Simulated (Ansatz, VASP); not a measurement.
**Two plane-wave programs on Al8H**

```xyz
18
Lattice="5.7135 0.0000 0.0000 0.0000 8.0801 0.0000 0.0000 0.0000 22.2433" Properties=species:S:1:pos:R:3 pbc="T T T"
Al    1.4284    2.0200    4.0000
Al    1.4284    6.0601    4.0000
Al    4.2851    2.0200    4.0000
Al    4.2851    6.0601    4.0000
Al    0.0000    0.0000    5.4284
Al    0.0000    4.0401    5.4284
Al    2.8568    0.0000    5.4284
Al    2.8568    4.0401    5.4284
Al    1.4284    2.0200    6.9012
Al    1.4284    6.0601    6.9012
Al    4.2851    2.0200    6.9012
Al    4.2851    6.0601    6.9012
Al    0.0000    0.0000    8.2433
Al    0.0000    4.0401    8.2433
Al    2.8568    0.0000    8.2433
Al    2.8568    4.0401    8.2433
H     1.4284    1.0955    9.0133
H     1.4284    2.9445    9.0133
```

Alike in both runs: task single point; functional PBE; k mesh 5 × 4 × 1; occupations gaussian, width 0.1 eV; no spin polarisation.

|  | VASP | Ansatz |
| --- | --- | --- |
| version | VASP 6.6.1 | Ansatz 0.2.0 |
| potentials or method | VASP PAW PBE potentials, release 64 (Al, H), cutoff 520 eV | scalar-relativistic, plane waves, PAW |
| valence electrons in the cell | 50 | 50 |

|  | VASP | Ansatz | Ansatz less VASP |
| --- | --- | --- | --- |
| gap on the k mesh at the Fermi level (eV) | none | none | - |
| rms of the force components (eV/Å) | 0.188 | 0.188 | -0.0001 |

Atom by atom the forces differ by 0.001 eV/Å (rms over components). A gap of «none» marks a metal or a gap that the smearing closes.
